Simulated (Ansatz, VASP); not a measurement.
# InAs: VASP beside Ansatz

```xyz
2
Lattice="0.0000 2.8916 2.8916 2.8916 0.0000 2.8916 2.8916 2.8916 0.0000" Properties=species:S:1:pos:R:3 pbc="T T T"
In    0.0000    0.0000    0.0000
As    1.4458    1.4458    1.4458
```

Alike in both runs: task single point; functional LDA; k mesh 12 × 12 × 12; occupations gaussian, width 0.02 eV; no spin polarisation.

```csv
,VASP,Ansatz
version,VASP 6.6.1,Ansatz 0.2.0
potentials or method,"VASP PAW LDA potentials, release 64 (In_d, As), cutoff 500 eV","scalar-relativistic, plane waves, PAW"
valence electrons in the cell,18,28
```

|  | VASP | Ansatz | Ansatz less VASP |
| --- | --- | --- | --- |
| gap on the k mesh at the Fermi level (eV) | 0.29 | 0.24 | -0.051 |
| least direct gap on the mesh (eV) | 0.29 | 0.24 | -0.051 |
| pressure (GPa) | 10.2 | 9.9 | -0.28 |

LDA's correlation is that of Perdew and Zunger in VASP and of Perdew and Wang (1992) in Ansatz. VASP's potentials hold 18 valence electrons a cell and Ansatz's 28, so a difference there can come from the potentials and not from the codes.
